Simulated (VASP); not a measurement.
# HC16 (a cell with a defect) in VASP: further runs

The runs below take HC16 (a cell with a defect) through single point, with PBE+D3(BJ).

All numbers are computed with VASP 6.6.1; they aren't measurements. Logs are shortened: lines on timing, memory, paths and dates and some standing lists are left out, and cuts for length are marked.

## (1) The cell of the first run

The cell holds a defect, 17 atoms: a = 5.049 Å, b = 5.049 Å, c = 5.049 Å, α = 60.00°, β = 60.00°, γ = 60.00°.

## (2) Single point, PBE+D3(BJ), collinear spin

File INCAR:

```
SYSTEM = HC16
PREC = Accurate ; ENCUT = 520
EDIFF = 1E-7 ; ISMEAR = -1
SIGMA = 0.02 ; LREAL = Auto
LASPH = .True. ; NELM = 150
ALGO = Normal ; ISIF = 2
LWAVE = .False. ; LCHARG = .True.
ISPIN = 2 ; MAGMOM = 0 0 0 0 0 0 0 0 0 0 0 0 0 0 0 0.07 0.28
LORBIT = 11 ; GGA = PE
IVDW = 12 ; LELF = .True.
LVHAR = .True. ; NBANDS = 50
```

File KPOINTS:

```
regular mesh
0
Gamma
  2 2 2
  0 0 0
```

File POSCAR:

```
HC16
1.0
    0.0000000000      3.5700000000      3.5700000000
    3.5700000000      0.0000000000      3.5700000000
    3.5700000000      3.5700000000      0.0000000000
C H
16 1
Direct
   -0.0048039216     -0.0006582633      0.0068487395
    0.1410784314      0.1376610644      0.0991456583
    0.0050280112      0.0013025210      0.4951960784
    0.0852240896      0.1286694678      0.6385014006
   -0.0029271709      0.5048599440      0.0002100840
    0.1216246499      0.6395798319      0.1033893557
   -0.0098599440      0.5115126050      0.4923529412
    0.1174229692      0.6269187675      0.6308683473
    0.5049859944      0.0119327731     -0.0152380952
    0.6218767507      0.1139495798      0.1323249300
    0.4931792717      0.0254481793      0.4950560224
    0.6349299720      0.1601400560      0.6045938375
    0.4998879552      0.4931652661      0.0090196078
    0.6139915966      0.6386974790      0.1408263305
    0.5006162465      0.5211204482      0.5011204482
    0.6236554622      0.6506022409      0.6248039216
    0.3829691877      0.3642577031      0.3666946779
```

Potentials or basis: VASP PAW PBE potentials, release 64 (C, H).

On the command line:

```sh
$ cat potpaw_PBE.64/C/POTCAR potpaw_PBE.64/H/POTCAR > POTCAR
$ mpirun -np 1 vasp_std > vasp.out
```

OUTCAR:

```text
SYSTEM = HC16
   PREC = Accurate
   ENCUT = 520
   EDIFF = 1E-7
   ISMEAR = -1
   LREAL = Auto
   LASPH = .True.
   NELM = 150
   ISIF = 2
   ISPIN = 2
   LORBIT = 11
   GGA = PE
   IVDW = 12
 IVDW          = 12

 ion  position               nearest neighbor table
   1  0.995  0.999  0.007-   6 1.49   4 1.53  10 1.54   2 1.56
   2  0.141  0.138  0.099-   9 1.50   5 1.52   1 1.56   3 1.63
   3  0.005  0.001  0.495-   4 1.46  12 1.53   8 1.54   2 1.63
   4  0.085  0.129  0.639-   3 1.46   1 1.53   7 1.58  11 1.69
   5  0.997  0.505  0.000-   6 1.50   2 1.52   8 1.52  14 1.58
   6  0.122  0.640  0.103-   1 1.49   5 1.50  13 1.57   7 1.60
   7  0.990  0.512  0.492-  16 1.52   8 1.57   4 1.58   6 1.60
   8  0.117  0.627  0.631-   5 1.52   3 1.54   7 1.57  15 1.58
   9  0.505  0.012  0.985-   2 1.50  10 1.52  14 1.54  12 1.57
  10  0.622  0.114  0.132-  11 1.50   9 1.52   1 1.54  13 1.56
  11  0.493  0.025  0.495-  17 1.40  10 1.50  16 1.55  12 1.59   4 1.69
  12  0.635  0.160  0.605-  15 1.49   3 1.53   9 1.57  11 1.59
  13  0.500  0.493  0.009-  17 1.48  10 1.56   6 1.57  16 1.59  14 1.62
  14  0.614  0.639  0.141-  15 1.49   9 1.54   5 1.58  13 1.62
  15  0.501  0.521  0.501-  14 1.49  12 1.49  16 1.55   8 1.58
  16  0.624  0.651  0.625-   7 1.52  11 1.55  15 1.55  13 1.59
  17  0.383  0.364  0.367-  11 1.40  13 1.48

  LATTYP: Found a face centered cubic cell.
 ALAT       =     7.1400000000

  Lattice vectors:

 A1 = (   0.0000000000,   3.5700000000,   3.5700000000)
 A2 = (   3.5700000000,   0.0000000000,   3.5700000000)
 A3 = (   3.5700000000,   3.5700000000,   0.0000000000)

Analysis of symmetry for initial positions (statically):
=====================================================================
 Subroutine PRICEL returns:
 Original cell was already a primitive cell.

 Routine SETGRP: Setting up the symmetry group for a
 face centered cubic supercell.

 Subroutine GETGRP returns: Found  1 space group operations
 (whereof  1 operations were pure point group operations)
 out of a pool of 48 trial point group operations.

The static configuration has the point symmetry C_1 .

Analysis of symmetry for dynamics (positions and initial velocities):
=====================================================================
 Subroutine PRICEL returns:
 Original cell was already a primitive cell.

 Routine SETGRP: Setting up the symmetry group for a
 face centered cubic supercell.

 Subroutine GETGRP returns: Found  1 space group operations
 (whereof  1 operations were pure point group operations)
 out of a pool of 48 trial point group operations.

The dynamic configuration has the point symmetry C_1 .

Analysis of structural, dynamic, and magnetic symmetry:
=====================================================================
 Subroutine PRICEL returns:
 Original cell was already a primitive cell.

 Routine SETGRP: Setting up the symmetry group for a
 face centered cubic supercell.

 Subroutine GETGRP returns: Found  1 space group operations
 (whereof  1 operations were pure point group operations)
 out of a pool of 48 trial point group operations.

The overall configuration has the point symmetry C_1 .

 Subroutine INISYM returns: Found  1 space group operations
 (whereof  1 operations are pure point group operations),
 and found     1 'primitive' translations

----------------------------------------------------------------------------------------

                                     Primitive cell

  volume of cell :      90.9986

  direct lattice vectors                    reciprocal lattice vectors
     0.000000000  3.570000000  3.570000000    -0.140056022  0.140056022  0.140056022
     3.570000000  0.000000000  3.570000000     0.140056022 -0.140056022  0.140056022
     3.570000000  3.570000000  0.000000000     0.140056022  0.140056022 -0.140056022

  length of vectors
     5.048742418  5.048742418  5.048742418     0.242584147  0.242584147  0.242584147

  position of ions in fractional coordinates (direct lattice)
     0.995196078  0.999341737  0.006848740
     0.141078431  0.137661064  0.099145658
     0.005028011  0.001302521  0.495196078
     0.085224090  0.128669468  0.638501401
     0.997072829  0.504859944  0.000210084
     0.121624650  0.639579832  0.103389356
[... 9 lines left out ...]
     0.623655462  0.650602241  0.624803922
     0.382969188  0.364257703  0.366694678

  ion indices of the primitive-cell ions
   primitive index   ion index
                 1           1
                 2           2
                 3           3
                 4           4
                 5           5
                 6           6
[... 9 lines left out ...]
                16          16
                17          17

----------------------------------------------------------------------------------------

 KPOINTS: regular mesh

Automatic generation of k-mesh.
 Grid dimensions read from file:
 generate k-points for:    2    2    2

 Generating k-lattice:

[... 63 lines left out ...]
     AMIX     =   0.40;   BMIX     =  1.00
     AMIX_MAG =   1.60;   BMIX_MAG =  1.00
  volume/ion in A,a.u.               =       5.35        36.12
  Fermi-wavevector in a.u.,A,eV,Ry     =   1.463416  2.765455 29.138043  2.141586
  Thomas-Fermi vector in A             =   2.579513
   LORBIT       =     11    0 simple, 1 ext, 2 COOP (PROOUT), +10 PAW based schemes
   GGA     = PE    functional components
   LHFCALC =     F    Hartree Fock is set to
   AEXX    =    0.0000 exact exchange contribution
   IVDW    =    12    specifies the selected vdW correction
   LEPSILON=     F    determine dielectric tensor
   LRPA    =     F    only Hartree local field effects (RPA)
 spin polarized calculation
  energy-cutoff  :      520.00
  volume of cell :       91.00
 maximum number of plane-waves:      2452
 NGX is ok and might be reduce to    40
   NGX = 19   NGY = 19   NGZ = 19

 number of electron      64.9999999 magnetization       0.7499684

 Free energy of the ion-electron system (eV)
  ---------------------------------------------------
  ext. energy  EPLUGINS =         0.00000000
  ---------------------------------------------------
  free energy    TOTEN  =      -140.26551787 eV

  energy without entropy =     -140.26437742  energy(sigma->0) =     -140.26494765

 E-fermi :  12.3629     XC(G=0): -13.3457

 val. band max:       12.3079670485   @ k =   0.5000   0.0000   0.5000
 cond. band min:      12.4177452616   @ k =   0.5000   0.5000   0.0000
 fundamental gap:      0.1097782131
 Fermi energy:        12.3628559021

 spin component 1

 k-point     1 :       0.0000    0.0000    0.0000
  band No.  band energies     occupation
      1     -11.9182      1.00000
      2      -6.3600      1.00000
      3      -6.1511      1.00000
      4      -5.9344      1.00000
      5      -5.8863      1.00000
      6      -4.7137      1.00000
[... 365 lines left out ...]
     43      19.5744      0.00000
     44      19.8272      0.00000
 Fermi energy:        12.3628559021

 spin component 2

 k-point     1 :       0.0000    0.0000    0.0000
  band No.  band energies     occupation
      1     -11.8227      1.00000
      2      -6.2603      1.00000
      3      -6.0865      1.00000
      4      -5.8635      1.00000
      5      -5.8328      1.00000
      6      -4.4587      1.00000
[... 365 lines left out ...]
     43      19.6287      0.00000
     44      19.8847      0.00000
 [bands above 44 left out]

------------------------ aborting loop because EDIFF is reached ----------------------------------------

 Edisp (eV)   -3.23177

 E8    (eV) :    -0.9202

  FORCE on cell =-STRESS in cart. coord.  units (eV):
  Direction    XX          YY          ZZ          XY          YZ          ZX
  --------------------------------------------------------------------------------------
  -------------------------------------------------------------------------------------
  Total       6.00881     7.04191     7.16660     0.07917     0.89824    -0.08446
  in kB     105.79480   123.98418   126.17962     1.39397    15.81502    -1.48709
  external pressure =      118.65 kB  Pullay stress =        0.00 kB

 VOLUME and BASIS-vectors are now :
 -----------------------------------------------------------------------------
  energy-cutoff  :      520.00
  volume of cell :       91.00
      direct lattice vectors                 reciprocal lattice vectors
     0.000000000  3.570000000  3.570000000    -0.140056022  0.140056022  0.140056022
     3.570000000  0.000000000  3.570000000     0.140056022 -0.140056022  0.140056022
     3.570000000  3.570000000  0.000000000     0.140056022  0.140056022 -0.140056022

 POSITION                                       TOTAL-FORCE (eV/Angst)
 -----------------------------------------------------------------------------------
      3.59210      3.57730      7.12050        -0.690983     -1.874239      1.013281
      0.84540      0.85760      0.99510         1.790976      0.848184     -3.034400
      1.77250      1.78580      0.02260        -0.039540     -1.568276     -0.033678
      2.73880      2.58370      0.76360        -0.377289      2.192813      4.283575
      1.80310      3.56030      5.36190        -0.045231     -1.203104      0.235245
      2.65240      0.80330      2.71750         0.855313      3.041123     -1.343330
[... 9 lines left out ...]
      4.55320      4.45700      4.54910        -0.683015      0.088136     -1.583392
      2.60950      2.67630      2.66760         0.245377     -0.251401     -0.451689
 -----------------------------------------------------------------------------------
    total drift:                               -0.003178      0.010874     -0.000674

  FREE ENERGIE OF THE ION-ELECTRON SYSTEM (eV)
  ---------------------------------------------------
  free  energy   TOTEN  =      -143.4972879615 eV

  energy  without entropy=     -143.4961475144  energy(sigma->0) =     -143.49671774

 total charge

# of ion       s       p       d       tot
------------------------------------------
    1        0.827   1.781   0.000   2.608
    2        0.835   1.740   0.000   2.575
    3        0.826   1.770   0.000   2.596
    4        0.839   1.734   0.000   2.572
    5        0.827   1.782   0.000   2.609
    6        0.834   1.766   0.000   2.599
[... 9 lines left out ...]
   16        0.843   1.740   0.000   2.582
   17        0.538   0.061   0.000   0.599
--------------------------------------------------
tot         13.816  28.066   0.000  41.882

 magnetization (x)

# of ion       s       p       d       tot
------------------------------------------
    1        0.002   0.004   0.000   0.006
    2        0.007   0.006   0.000   0.013
    3        0.001   0.003   0.000   0.005
    4        0.012   0.030   0.000   0.042
    5        0.001   0.002   0.000   0.003
    6        0.007   0.012   0.000   0.019
[... 9 lines left out ...]
   16        0.018   0.070   0.000   0.087
   17        0.203   0.004   0.000   0.207
--------------------------------------------------
tot          0.304   0.156   0.000   0.459
```

It took 80 s on 1 thread of Intel Xeon 6975P-C (Granite Rapids), shared host; peak memory 0.33 GiB.

Results:

* Free energy: -143.4973 eV
* Pressure: 11.9 GPa
* Largest force: 4.827 eV/Å
* Net moment: 0.75 μB per cell
* Site moments: C +0.01, +0.04, +0.00, +0.02, -0.00, +0.03, -0.01, +0.09; H +0.21 μB
* Valence electrons inside the program's atomic spheres: C 2.61, 2.58, 2.60, 2.57, 2.54, 2.56, 2.52, 2.62; H 0.60
* Dispersion energy per atom: -0.190 eV

Forces on the atoms (eV/Å):
```
C   -0.691 -1.874  1.013
C    1.791  0.848 -3.034
C   -0.040 -1.568 -0.034
C   -0.377  2.193  4.284
C   -0.045 -1.203  0.235
C    0.855  3.041 -1.343
C    0.433  0.828 -0.120
C   -0.090 -0.989  1.081
C    0.190  0.657 -0.160
C    0.358 -0.804  2.378
C    0.712  0.139 -1.227
C   -1.697  1.669 -3.634
C    1.311 -0.889  1.503
C   -3.483 -1.508  1.379
C    1.210 -0.377 -0.285
C   -0.683  0.088 -1.583
H    0.245 -0.251 -0.452
```

Stress tensor (GPa, compression positive):
```
10.58  0.14 -0.15
 0.14 12.40  1.58
-0.15  1.58 12.62
```

Levels at points of the mesh, in eV from the Fermi level:
Spin up:
```tsv
k point	band 31	band 32	band 33	band 34	band 35	band 36
(0.00, 0.00, 0.00)	-2.55	-2.28	-1.70	1.43	1.68	1.89
(0.50, 0.00, 0.00)	-4.24	-3.94	-0.37	2.84	3.03	3.22
(0.00, 0.50, 0.00)	-4.08	-3.94	-0.63	2.76	3.17	3.23
(0.00, 0.00, 0.50)	-4.30	-3.78	-0.50	2.70	2.88	3.40
(0.50, 0.50, 0.50)	-4.18	-3.87	-0.29	2.83	2.92	3.20
(0.50, 0.50, 0.00)	-5.44	-5.23	0.05	1.63	2.73	4.82
(0.00, 0.50, 0.50)	-5.35	-5.10	-0.31	1.55	3.00	4.61
(0.50, 0.00, 0.50)	-5.27	-5.13	-0.05	1.67	2.83	4.61
```
Spin down:
```tsv
k point	band 29	band 30	band 31	band 32	band 33	band 34	band 35	band 36
(0.00, 0.00, 0.00)	-4.64	-2.97	-2.49	-2.23	-0.94	1.49	1.72	1.94
(0.50, 0.00, 0.00)	-4.64	-4.44	-4.16	-3.90	0.54	2.91	3.09	3.26
(0.00, 0.50, 0.00)	-4.40	-4.17	-4.03	-3.89	0.26	2.89	3.22	3.26
(0.00, 0.00, 0.50)	-4.56	-4.38	-4.26	-3.72	0.41	2.77	2.95	3.44
(0.50, 0.50, 0.50)	-4.58	-4.21	-4.12	-3.80	0.64	2.88	2.97	3.25
(0.50, 0.50, 0.00)	-5.67	-5.50	-5.37	-5.16	0.79	1.68	3.08	4.88
(0.00, 0.50, 0.50)	-5.66	-5.55	-5.31	-5.05	0.42	1.60	3.36	4.68
(0.50, 0.00, 0.50)	-5.84	-5.46	-5.22	-5.08	0.71	1.72	3.15	4.68
```

Caveat: the k points lie up to 0.76 Å⁻¹ apart.

## (3) Single point, PBE+D3(BJ), collinear spin, ferromagnetic start

File INCAR:

```
SYSTEM = HC16
ALGO     = Normal         ! electronic algorithm
EDIFF    = 1E-7           ! SCF threshold, eV
ENCUT    = 520            ! plane-wave cutoff, eV
GGA      = PE             ! functional
ISIF     = 2              ! what is computed and relaxed
ISMEAR   = -1             ! smearing method
ISPIN    = 2              ! spin polarisation
IVDW     = 12             ! dispersion correction
LASPH    = .TRUE.         ! aspherical terms in the spheres
LCHARG   = .FALSE.        ! write CHGCAR
LORBIT   = 11             ! projections on sites
LREAL    = Auto         
LWAVE    = .FALSE.        ! write WAVECAR
MAGMOM   = 0 0 0 0 0 0 0 0 0 0 0 0 0 0 0 0 1 ! initial moments
NBANDS   = 50             ! bands
NELM     = 150            ! most SCF steps
PREC     = Accurate       ! precision mode
SIGMA    = 0.02           ! smearing width, eV
```

File KPOINTS:

```
k-points
0
G
  2 2 2
  0 0 0
```

File POSCAR:

```
HC16
1.0
    0.0000000000      3.5700000000      3.5700000000
    3.5700000000      0.0000000000      3.5700000000
    3.5700000000      3.5700000000      0.0000000000
C H
16 1
Direct
    0.0220868347     -0.0610784314      0.0110224090
    0.1287535014      0.0850560224      0.1351120448
   -0.0173809524     -0.0276050420      0.5174089636
    0.1014565826      0.0862745098      0.6463305322
    0.0122408964      0.4571708683      0.0039775910
    0.1089075630      0.5835014006      0.1377591036
   -0.0093977591      0.4561764706      0.5222829132
    0.1003221289      0.5962885154      0.6530392157
    0.5032072829     -0.0476330532     -0.0045518207
    0.6539495798      0.0698879552      0.1254901961
    0.4986694678     -0.0342436975      0.5046918768
    0.6326190476      0.0953081232      0.6123109244
    0.4907002801      0.4805602241     -0.0212605042
    0.6351680672      0.5802380952      0.1114705882
    0.4963165266      0.4444117647      0.4972689076
    0.6051820728      0.6110084034      0.6131932773
    0.3147198880      0.4960084034      0.3508543417
```

Potentials or basis: VASP PAW PBE potentials, release 64 (C, H).

On the command line:

```sh
$ cat potpaw_PBE.64/C/POTCAR potpaw_PBE.64/H/POTCAR > POTCAR
$ mpirun -np 1 vasp_std > vasp.out
```

It took 79 s on 1 thread of Intel Xeon 6975P-C (Granite Rapids), shared host; peak memory 0.33 GiB.

Results (log left out):

```
Free energy                                           : -142.5592 eV
Pressure                                              : 14.8 GPa
Largest force                                         : 4.789 eV/Å
Net moment                                            : 0.00 μB per cell
Valence electrons inside the program's atomic spheres : C 2.64, 2.57, 2.59, 2.66, 2.62, 2.55, 2.53, 2.49, 2.58, 2.68, 2.56, 2.60; H 0.64
Dispersion energy per atom                            : -0.190 eV
```

Forces in eV/Å, atoms in the order of the input:
```
C    3.307 -3.176 -0.398
C   -1.662  0.785  0.020
C   -2.939  1.145  0.867
C   -0.890  1.910  3.092
C    0.768 -1.778 -2.753
C   -1.034  2.879  1.863
C    1.034 -2.478 -0.708
C   -0.928 -0.323 -0.173
C    1.636  2.219  1.948
C    1.748 -4.052 -1.553
C   -0.973 -2.409  0.855
C    1.255  0.511 -4.594
C   -1.779  3.600 -1.146
C    0.378 -0.537  0.560
C    2.182 -2.711  3.162
C   -1.252  3.206 -1.313
H   -0.853  1.208  0.271
```

Stress tensor (GPa, compression positive):
```
 22.46  -0.52 -11.74
 -0.52   1.99   1.70
-11.74   1.70  19.97
```

Levels at points of the mesh, in eV from the Fermi level:
Spin up:
```tsv
k point	band 28	band 29	band 30	band 31	band 32	band 33	band 34	band 35	band 36	band 37
(0.00, 0.00, 0.00)	-5.71	-5.59	-3.70	-3.21	-2.98	-1.38	0.44	0.58	1.05	1.07
(0.50, 0.00, 0.00)	-7.77	-5.72	-5.65	-4.82	-4.41	0.45	1.95	2.04	2.20	2.33
(0.00, 0.50, 0.00)	-7.91	-5.50	-5.10	-4.78	-4.60	-0.76	1.87	2.02	2.12	2.44
(0.00, 0.00, 0.50)	-7.92	-5.71	-5.00	-4.74	-4.61	0.68	1.96	2.01	2.21	2.27
(0.50, 0.50, 0.50)	-7.80	-5.59	-5.13	-4.98	-4.57	-0.16	1.75	2.01	2.09	2.52
(0.50, 0.50, 0.00)	-7.22	-6.59	-6.26	-6.03	-5.83	0.16	0.64	2.57	3.42	4.03
(0.00, 0.50, 0.50)	-6.98	-6.74	-6.69	-5.99	-5.68	0.23	0.68	2.51	3.67	3.89
(0.50, 0.00, 0.50)	-7.07	-6.93	-6.33	-5.97	-5.55	-0.32	0.83	2.36	3.61	4.01
```
Spin down:
```tsv
k point	band 30	band 31	band 32	band 33	band 34	band 35
(0.00, 0.00, 0.00)	-3.70	-3.21	-2.98	-1.38	0.44	0.58
(0.50, 0.00, 0.00)	-5.65	-4.82	-4.41	0.45	1.95	2.04
(0.00, 0.50, 0.00)	-5.10	-4.78	-4.60	-0.76	1.87	2.02
(0.00, 0.00, 0.50)	-5.00	-4.74	-4.61	0.68	1.96	2.01
(0.50, 0.50, 0.50)	-5.13	-4.98	-4.57	-0.16	1.75	2.01
(0.50, 0.50, 0.00)	-6.26	-6.03	-5.83	0.16	0.64	2.57
(0.00, 0.50, 0.50)	-6.69	-5.99	-5.68	0.23	0.68	2.51
(0.50, 0.00, 0.50)	-6.33	-5.97	-5.55	-0.32	0.83	2.36
```

Caveat: the k points lie up to 0.76 Å⁻¹ apart.
